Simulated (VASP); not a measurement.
# Ni: single point with LDA

Crystal: Ni.

```xyz
2
Lattice="2.4480 0.0000 0.0000 -1.2240 2.1200 0.0000 0.0000 0.0000 4.0728" Properties=species:S:1:pos:R:3 pbc="T T T"
Ni    0.0000    1.4134    1.0182
Ni    1.2240    0.7067    3.0546
```

```
Program                : VASP 6.6.1
Task                   : single point
Functional             : LDA
Potentials or basis    : VASP PAW LDA potentials, release 64 (Ni)
Cutoff                 : 520 eV
k mesh                 : 6 × 6 × 3
Occupations            : fermi-dirac, width 0.2 eV
Spin                   : collinear spin, ferromagnetic start
Starting moments       : [1.51, 1.51] μB
Fixed moment           : 2.9 μB
Dipole correction      : no
Further INCAR settings : ALGO = Normal; EDIFF = 1e-06; NBANDS = 21
```

The pressure is 2.0 GPa, the net moment is 2.90 μB per cell and the site moments are Ni +1.40 μB. The valence electrons inside the program's atomic spheres are Ni 9.34.

Stress tensor (GPa, compression positive):
```
 4.96  0.00  0.00
 0.00  4.96  0.00
 0.00  0.00 -4.00
```

Wall time 11 s on 1 thread of Intel(R) Xeon(R) Platinum 8259CL CPU @ 2.50GHz (Skylake/Cascade Lake), on a shared host, peak memory 0.12 GiB.

Caveat: the k points lie up to 0.51 Å⁻¹ apart; the total moment is fixed, so each spin has its own Fermi level.
